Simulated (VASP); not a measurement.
# Ir (Fm-3m) in VASP: a series of runs

Ir is run at these levels: LDA; tasks: relaxation of cell and atoms.

Program: VASP 6.6.1. These are calculated values, not measurements. Logs are shortened: lines on timing, memory, paths and dates and some standing lists are left out, and cuts for length are marked.

**1. The cell of the first run**

Symmetry: Fm-3m, No. 225, cubic system. The conventional cell has a = 3.831 Å, b = 3.831 Å, c = 3.831 Å, α = 90.00°, β = 90.00°, γ = 90.00°. Within 3.6 Å of Ir (site symmetry m-3m) lie 12 Ir at 2.71 Å.

**2. Relaxation of cell and atoms, LDA, target pressure 10 GPa, at which the enthalpy is minimised**

Contents of INCAR:

```
SYSTEM = Ir
PREC = Accurate ; ENCUT = 600
EDIFF = 1E-6 ; ISMEAR = 1
SIGMA = 0.05 ; LREAL = .False.
LASPH = .True. ; NELM = 100
ALGO = Normal ; ISIF = 3
LWAVE = .False. ; LCHARG = .False.
IBRION = 2 ; NSW = 80
EDIFFG = -0.02 ; PSTRESS = 100.0
```

Contents of KPOINTS:

```
regular mesh
0
Gamma
  11 11 11
  0 0 0
```

Contents of POSCAR:

```
Ir
1.0
    0.0000000000      1.9156000000      1.9156000000
    1.9156000000      0.0000000000      1.9156000000
    1.9156000000      1.9156000000      0.0000000000
Ir
1
Direct
    0.0000000000      0.0000000000      0.0000000000
```

Potentials or basis: VASP PAW LDA potentials, release 64 (Ir).

Launch:

```console
> cat potpaw_LDA.64/Ir/POTCAR > POTCAR
> mpirun -np 1 vasp_std > vasp.out
```

OUTCAR:

```text
SYSTEM = Ir
   PREC = Accurate
   ENCUT = 600
   EDIFF = 1E-6
   ISMEAR = 1
   LREAL = .False.
   LASPH = .True.
   NELM = 100
   ISIF = 3
   IBRION = 2
   NSW = 80
   EDIFFG = -0.02
   PSTRESS = 100.0

 ion  position               nearest neighbor table
   1  0.000  0.000  0.000-

  LATTYP: Found a face centered cubic cell.
 ALAT       =     3.8312000000

  Lattice vectors:

 A1 = (   0.0000000000,   1.9156000000,   1.9156000000)
 A2 = (   1.9156000000,   0.0000000000,   1.9156000000)
 A3 = (   1.9156000000,   1.9156000000,   0.0000000000)

Analysis of symmetry for initial positions (statically):
=====================================================================
 Subroutine PRICEL returns:
 Original cell was already a primitive cell.

 Routine SETGRP: Setting up the symmetry group for a
 face centered cubic supercell.

 Subroutine GETGRP returns: Found 48 space group operations
 (whereof 48 operations were pure point group operations)
 out of a pool of 48 trial point group operations.

The static configuration has the point symmetry O_h .

Analysis of symmetry for dynamics (positions and initial velocities):
=====================================================================
 Subroutine PRICEL returns:
 Original cell was already a primitive cell.

 Routine SETGRP: Setting up the symmetry group for a
 face centered cubic supercell.

 Subroutine GETGRP returns: Found 48 space group operations
 (whereof 48 operations were pure point group operations)
 out of a pool of 48 trial point group operations.

The dynamic configuration has the point symmetry O_h .

 Subroutine INISYM returns: Found 48 space group operations
 (whereof 48 operations are pure point group operations),
 and found     1 'primitive' translations

----------------------------------------------------------------------------------------

                                     Primitive cell

  volume of cell :      14.0587

  direct lattice vectors                    reciprocal lattice vectors
     0.000000000  1.915600000  1.915600000    -0.261014826  0.261014826  0.261014826
     1.915600000  0.000000000  1.915600000     0.261014826 -0.261014826  0.261014826
     1.915600000  1.915600000  0.000000000     0.261014826  0.261014826 -0.261014826

  length of vectors
     2.709067500  2.709067500  2.709067500     0.452090940  0.452090940  0.452090940

  position of ions in fractional coordinates (direct lattice)
     0.000000000  0.000000000  0.000000000

  ion indices of the primitive-cell ions
[... 83 lines left out ...]
   TEBEG  =    0.0;   TEEND  =   0.0 temperature during run
   PSTRESS=  100.0 pullay stress
   NELECT =       9.0000    total number of electrons
   NUPDOWN=      -1.0000    fix difference up-down
   EMIN   =  10.00;   EMAX   =-10.00  energy-range for DOS
   EFERMI =   0.00;   METHOD = LEGACY
   ISMEAR =     1;   SIGMA  =   0.05  broadening in eV -4-tet -1-fermi 0-gaus
   EFERMI_NEDOS =   21; number of points for ismear=-14 and -15
   IALGO  =     38    algorithm
   IMIX   =      4    mixing-type and parameters
     AMIX     =   0.40;   BMIX     =  1.00
     AMIX_MAG =   1.60;   BMIX_MAG =  1.00
  volume/ion in A,a.u.               =      14.06        94.87
  Fermi-wavevector in a.u.,A,eV,Ry     =   1.410937  2.666284 27.085691  1.990742
  Thomas-Fermi vector in A             =   2.532839
   LORBIT       =      0    0 simple, 1 ext, 2 COOP (PROOUT), +10 PAW based schemes
   GGA     = CA    functional components
   LHFCALC =     F    Hartree Fock is set to
   AEXX    =    0.0000 exact exchange contribution
   IVDW    =     0    specifies the selected vdW correction
   LEPSILON=     F    determine dielectric tensor
   LRPA    =     F    only Hartree local field effects (RPA)
 conjugate gradient relaxation of ions
 non-spin polarized calculation
 Methfessel and Paxton  Order N= 1 SIGMA  =   0.05
  energy-cutoff  :      600.00
  volume of cell :       14.06
 maximum number of plane-waves:       495
 NGX is ok and might be reduce to    24
   NGX = 11   NGY = 11   NGZ = 11

--------------------------------------- Ionic step        1  -------------------------------------------

 number of electron       9.0000000 magnetization

 Free energy of the ion-electron system (eV)
  ---------------------------------------------------
  ext. energy  EPLUGINS =         0.00000000
  ---------------------------------------------------
  free energy    TOTEN  =       -10.29388517 eV

  energy without entropy =      -10.29423764  energy(sigma->0) =      -10.29400266

------------------------ aborting loop because EDIFF is reached ----------------------------------------

  FORCE on cell =-STRESS in cart. coord.  units (eV):
  Direction    XX          YY          ZZ          XY          YZ          ZX
  --------------------------------------------------------------------------------------
  -------------------------------------------------------------------------------------
  Total       -0.2821668     -0.2821668     -0.2821668      0.0000000     -0.0000000     -0.0000000
  in kB      -32.1567369    -32.1567369    -32.1567369      0.0000000     -0.0000000     -0.0000000
  external PRESSURE =    -132.1567369 kB  Pullay stress =     100.0000000 kB
[... 98 lines left out ...]
--------------------------------------- Ionic step        4  -------------------------------------------

 number of electron       9.0000000 magnetization

 Free energy of the ion-electron system (eV)
  ---------------------------------------------------
  ext. energy  EPLUGINS =         0.00000000
  ---------------------------------------------------
  free energy    TOTEN  =       -10.28556178 eV

  energy without entropy =      -10.28592482  energy(sigma->0) =      -10.28568279

 E-fermi :  10.9195     XC(G=0): -14.3568

 val. band max:       10.9068068772   @ k =   0.2727   0.2727   0.0000
 cond. band min:      10.9233673591   @ k =   0.3636   0.2727   0.0000
 fundamental gap:      0.0165604819
 Fermi energy:        10.9195397668

 k-point     1 :       0.0000    0.0000    0.0000
  band No.  band energies     occupation
      1      -0.5297      2.00000
      2       6.8300      2.00000
      3       6.8300      2.00000
      4       6.8300      2.00000
      5       9.7285      2.00000
      6       9.7285      2.00000
      7      25.2370      0.00000
      8      31.0114      0.00000
[... 243 lines left out ...]
 k-point    24 :      -0.1818    0.1818    0.0000
  band No.  band energies     occupation
      1       2.7671      2.00000
      2       5.6161      2.00000
      3       7.0286      2.00000
      4       8.3436      2.00000
      5       8.4273      2.00000
      6      11.7007     -0.00000
      7      25.4238      0.00000
      8      28.7657      0.00000

 [... further k-points ...]
[... 5 lines left out ...]
  --------------------------------------------------------------------------------------
  -------------------------------------------------------------------------------------
  Total        0.8334994      0.8334994      0.8334994      0.0000000      0.0000000     -0.0000000
  in kB       97.9892075     97.9892075     97.9892075      0.0000000      0.0000000     -0.0000000
  external PRESSURE =      -2.0107925 kB  Pullay stress =     100.0000000 kB
[... 20 lines left out ...]
  energy  without entropy=      -10.2859248171  energy(sigma->0) =      -10.28568279

  enthalpy is  TOTEN    =        -9.4349585029 eV   P V=        0.8506032756

 reached required accuracy - stopping structural energy minimisation
```

It took 12 s on 1 thread of Intel Xeon Platinum 8488C (Sapphire Rapids), shared host; peak memory 0.15 GiB.

What came out:

```yaml
Free_energy: -10.2856 eV
Relaxed_volume: 13.63 Å³/atom
Relaxed_cell: a = 2.681 Å, b = 2.681 Å, c = 2.681 Å, α = 60.00°, β = 60.00°, γ = 60.00°
Space_group_after_relaxing_to_0.05_Å: Fm-3m (No. 225)
Energy_change_on_relaxing_the_enthalpy_is_what_falls: +8.3 meV/atom
Ionic_steps: 4
Pressure_after_relaxing: 9.8 GPa
```

Step by step:
```
step  energy change (eV)  largest force (eV/Å)  pressure (GPa)  volume (Å³)
   1              0.0000                0.0000           -3.22        14.06
   2              0.5605                0.0000          100.07        11.83
   3              0.0070                0.0000            9.06        13.65
   4              0.0083                0.0000            9.80        13.63
```

Final structure:
```cif
data_structure
_symmetry_space_group_name_H-M 'P 1'
_symmetry_Int_Tables_number 1
_cell_length_a 2.6811
_cell_length_b 2.6811
_cell_length_c 2.6811
_cell_angle_alpha 60.000
_cell_angle_beta 60.000
_cell_angle_gamma 60.000
_cell_volume 13.63
loop_
_atom_site_label
_atom_site_type_symbol
_atom_site_fract_x
_atom_site_fract_y
_atom_site_fract_z
_atom_site_occupancy
Ir1 Ir 0.00000 0.00000 0.00000 1
```

Caveat: the cell is relaxed towards a set pressure, so the enthalpy falls and the energy may rise; spin-orbit coupling is left out, which moves the levels of the heavy elements.

**3. Relaxation of cell and atoms, LDA, target pressure 20 GPa, at which the enthalpy is minimised**

Contents of INCAR:

```
PREC = Accurate ; ENCUT = 600
EDIFF = 1E-7 ; ISMEAR = 1
SIGMA = 0.05 ; LREAL = False
LASPH = True ; NELM = 100
ALGO = Normal ; ISIF = 3
LWAVE = False ; LCHARG = False
IBRION = 2 ; NSW = 80
EDIFFG = -0.02 ; PSTRESS = 200.0
```

Contents of KPOINTS:

```
Automatic mesh
0
Gamma
  11 11 11
```

POSCAR is that of step 2.

Potentials or basis: VASP PAW LDA potentials, release 64 (Ir).

Launch:

```console
> cat potpaw_LDA.64/Ir/POTCAR > POTCAR
> mpirun -np 1 vasp_std > vasp.out
```

OUTCAR:

```text
PREC = Accurate
   ENCUT = 600
   EDIFF = 1E-7
   ISMEAR = 1
   LREAL = False
   LASPH = True
   NELM = 100
   ISIF = 3
   IBRION = 2
   NSW = 80
   EDIFFG = -0.02
   PSTRESS = 200.0

 ion  position               nearest neighbor table
   1  0.000  0.000  0.000-

  LATTYP: Found a face centered cubic cell.
 ALAT       =     3.8312000000

  Lattice vectors:

 A1 = (   0.0000000000,   1.9156000000,   1.9156000000)
 A2 = (   1.9156000000,   0.0000000000,   1.9156000000)
 A3 = (   1.9156000000,   1.9156000000,   0.0000000000)

Analysis of symmetry for initial positions (statically):
=====================================================================
 Subroutine PRICEL returns:
 Original cell was already a primitive cell.

[... 327 lines left out ...]
 E-fermi :  11.3151     XC(G=0): -14.4815

 val. band max:       11.3054053719   @ k =   0.2727   0.2727   0.0000
 cond. band min:      11.3177530074   @ k =   0.3636   0.2727   0.0000
 fundamental gap:      0.0123476356
 Fermi energy:        11.3151290042

 k-point     1 :       0.0000    0.0000    0.0000
  band No.  band energies     occupation
      1      -0.3698      2.00000
      2       7.0892      2.00000
      3       7.0892      2.00000
      4       7.0892      2.00000
      5      10.0863      2.00000
      6      10.0863      2.00000
      7      25.5778      0.00000
      8      31.4845      0.00000
[... 243 lines left out ...]
 k-point    24 :      -0.1818    0.1818    0.0000
  band No.  band energies     occupation
      1       2.9882      2.00000
      2       5.8378      2.00000
      3       7.2892      2.00000
      4       8.6492      2.00000
      5       8.7316      2.00000
      6      12.1274     -0.00000
      7      25.9625      0.00000
      8      29.4177      0.00000

 [... further k-points ...]

------------------------ aborting loop because EDIFF is reached ----------------------------------------

  FORCE on cell =-STRESS in cart. coord.  units (eV):
  Direction    XX          YY          ZZ          XY          YZ          ZX
  --------------------------------------------------------------------------------------
  -------------------------------------------------------------------------------------
  Total        1.6659115      1.6659115      1.6659115      0.0000000      0.0000000     -0.0000000
  in kB      200.0877683    200.0877683    200.0877683      0.0000000      0.0000000     -0.0000000
  external PRESSURE =       0.0877683 kB  Pullay stress =     200.0000000 kB
[... 20 lines left out ...]
  energy  without entropy=      -10.2592567955  energy(sigma->0) =      -10.25901322

  enthalpy is  TOTEN    =        -8.5937106684 eV   P V=        1.6651807614

 reached required accuracy - stopping structural energy minimisation
```

OSZICAR:

```text
N       E                     dE             d eps       ncg     rms          rms(c)
DAV:   1     0.478295076060E+02    0.47830E+02   -0.49140E+03   896   0.115E+03
[... 39 lines left out ...]
   4 F= -.85936231E+01 E0= -.85937449E+01  d E =-.546845E-01
       N       E                     dE             d eps       ncg     rms          rms(c)
DAV:   1    -0.102590954016E+02    0.31725E-02   -0.82714E-03   960   0.158E+00    0.168E-01
DAV:   2    -0.102589129574E+02    0.18244E-03   -0.44056E-04   992   0.307E-01    0.571E-02
DAV:   3    -0.102588913542E+02    0.21603E-04   -0.91811E-05  1088   0.129E-01    0.129E-02
DAV:   4    -0.102588914150E+02   -0.60752E-07   -0.21238E-06  1192   0.154E-02    0.108E-03
DAV:   5    -0.102588914298E+02   -0.14824E-07   -0.24610E-08   632   0.186E-03
   5 F= -.85937107E+01 E0= -.85938325E+01  d E =-.547721E-01
```

Wall time 15 s (1 thread of Intel Xeon Platinum 8488C (Sapphire Rapids), shared host); peak memory 0.16 GiB.

Results:

```
Free energy                                            : -10.2589 eV
Relaxed volume                                         : 13.34 Å³/atom
Relaxed cell                                           : a = 2.662 Å, b = 2.662 Å, c = 2.662 Å, α = 60.00°, β = 60.00°, γ = 60.00°
Space group after relaxing (to 0.05 Å)                 : Fm-3m (No. 225)
Energy change on relaxing (the enthalpy is what falls) : +35.0 meV/atom
Ionic steps                                            : 5
Pressure after relaxing                                : 20.0 GPa
```

Step by step:
```tsv
step	energy change (eV)	largest force (eV/Å)	pressure (GPa)	volume (Å³)
1	0.0000	0.0000	-3.22	14.06
2	2.1697	0.0000	256.17	10.31
3	0.0251	0.0000	16.84	13.43
4	0.0316	0.0000	18.97	13.37
5	0.0350	0.0000	20.01	13.34
```

Final structure:
```
Ir
1.0
     0.00000    1.88237    1.88237
     1.88237    0.00000    1.88237
     1.88237    1.88237    0.00000
Ir
1
Cartesian
  0.0000 0.0000 0.0000
```

Levels at points of the mesh, in eV from the Fermi level:
```tsv
k point	band 1	band 2	band 3	band 4	band 5	band 6	band 7	band 8
(0.00, 0.00, 0.00)	-11.68	-4.23	-4.23	-4.23	-1.23	-1.23	14.26	20.17
```

Caveat: the cell is relaxed towards a set pressure, so the enthalpy falls and the energy may rise; spin-orbit coupling is left out, which moves the levels of the heavy elements.

**4. Relaxation of cell and atoms, LDA, target pressure 30 GPa, at which the enthalpy is minimised**

Contents of INCAR:

```
PREC     = Accurate       # precision mode
ENCUT    = 600            # plane-wave cutoff, eV
EDIFF    = 1E-6           # SCF threshold, eV
ISMEAR   = 1              # smearing method
SIGMA    = 0.05           # smearing width, eV
LREAL    = False          # projectors in reciprocal space
LASPH    = True           # aspherical terms in the spheres
NELM     = 60             # most SCF steps
ALGO     = Normal         # electronic algorithm
ISIF     = 3              # what is computed and relaxed
LWAVE    = False          # write WAVECAR
LCHARG   = False          # write CHGCAR
GGA      = CA             # functional
IBRION   = 2              # ionic algorithm
NSW      = 80             # ionic steps
EDIFFG   = -0.02          # ionic threshold
PSTRESS  = 300.0
```

Contents of KPOINTS:

```
regular mesh
0
Gamma
  11 11 11
```

POSCAR is that of step 3.

Launch:

```console
> cat potpaw_LDA.64/Ir/POTCAR > POTCAR
> mpirun -np 1 vasp_std > vasp.out
```

Run time: 15 s. Hardware: 1 thread of Intel Xeon Platinum 8488C (Sapphire Rapids), shared host; peak memory 0.15 GiB.

Results (log left out):

```
Free energy                                            : -10.2195 eV
Relaxed volume                                         : 13.09 Å³/atom
Relaxed cell                                           : a = 2.645 Å, b = 2.645 Å, c = 2.645 Å, α = 60.00°, β = 60.00°, γ = 60.00°
Space group after relaxing (to 0.05 Å)                 : Fm-3m (No. 225)
Energy change on relaxing (the enthalpy is what falls) : +74.4 meV/atom
Ionic steps                                            : 5
Pressure after relaxing                                : 30.0 GPa
```

Step by step:
```csv
step,energy change (eV),largest force (eV/Å),pressure (GPa),volume (Å³)
1,0.0000,0.0000,-3.22,14.06
2,5.4371,0.0000,528.88,8.92
3,0.0456,0.0000,23.01,13.26
4,0.0612,0.0000,26.98,13.16
5,0.0744,0.0000,30.04,13.09
```

Final structure:
```
Ir
1.0
     0.00000    1.87039    1.87039
     1.87039    0.00000    1.87039
     1.87039    1.87039    0.00000
Ir
1
Direct
  0.00000 0.00000 0.00000
```

Levels at points of the mesh, in eV from the Fermi level:
```
           k point  band 1  band 2  band 3  band 4  band 5  band 6  band 7  band 8
(0.00, 0.00, 0.00)  -11.90   -4.35   -4.35   -4.35   -1.26   -1.26   14.21   20.24
```

Caveat: the cell is relaxed towards a set pressure, so the enthalpy falls and the energy may rise; spin-orbit coupling is left out, which moves the levels of the heavy elements. Zero-point motion and thermal expansion aren't in these numbers.

**5. Overview**

| cell | gap on the mesh (eV) | pressure (GPa) |
| --- | --- | --- |
| relaxed to 10 GPa | none | 9.8 |
| relaxed to 20 GPa | none | 20.0 |
| relaxed to 30 GPa | none | 30.0 |

Alike in all rows: task relaxation of cell and atoms; level LDA; potentials or basis VASP PAW LDA potentials, release 64 (Ir); no spin polarisation; k mesh 11 × 11 × 11; cutoff (eV) 600; smearing methfessel-paxton 0.05 eV.

Caveats: the cell is relaxed towards a set pressure, so the enthalpy falls and the energy may rise; spin-orbit coupling is left out, which moves the levels of the heavy elements.

Absolute energies hang on the potentials; compare differences alone.
